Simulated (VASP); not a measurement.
Zn2AsP3: single point with PBEsol

The system is Zn2AsP3.

```xyz
6
Lattice="3.5352 0.0000 0.0000 -1.7676 3.0616 0.0000 0.0000 0.0000 8.8695" Properties=species:S:1:pos:R:3 pbc="T T T"
Zn    0.0000    2.0410    7.4641
Zn    1.7676    1.0205    1.4053
As    0.0000    0.0000    4.4347
P     0.0000    2.0410    2.9255
P     1.7676    1.0205    5.9440
P     0.0000    0.0000    0.0000
```

```yaml
Program: VASP 6.6.1
Task: single point
Functional: PBEsol
Potentials_or_basis: VASP PAW PBE potentials, release 64 (Zn, As, P)
Cutoff: 520 eV
k_mesh: 6 × 6 × 2
Occupations: fermi-dirac, width 0.03 eV
Spin: no spin polarisation
```

- Pressure: 0.3 GPa
- Largest force: 0.013 eV/Å
- Band gap on the k mesh: zero (bands 22 and 23 overlap by 1.82 eV)

Forces in eV/Å, atoms in the order of the input:
```
Zn   0.000  0.000 -0.007
Zn   0.000  0.000  0.007
As   0.000  0.000  0.000
P    0.000  0.000  0.013
P    0.000  0.000 -0.013
P    0.000  0.000  0.000
```

Levels at points of the mesh, in eV from the Fermi level:
```tsv
k point	band 19	band 20	band 21	band 22	band 23	band 24	band 25	band 26
(0.00, 0.00, 0.00)	0.00	0.00	0.14	0.88	0.88	2.48	2.48	2.70
(0.50, 0.00, 0.00)	-3.19	-1.98	-1.91	-0.90	-0.87	1.06	1.60	3.30
(0.00, 0.00, 0.50)	0.00	0.00	0.95	0.95	1.17	2.25	2.25	2.44
(0.50, 0.00, 0.50)	-3.50	-1.79	-1.55	-0.32	0.42	0.42	2.52	2.64
```

It took 80 s on 1 thread of AMD EPYC 7R43 64-Core Processor (Zen 3), on a shared host, peak memory 0.2 GiB.

Caveat: the PAW data sets were made with another functional, which shifts forces and pressure a little.
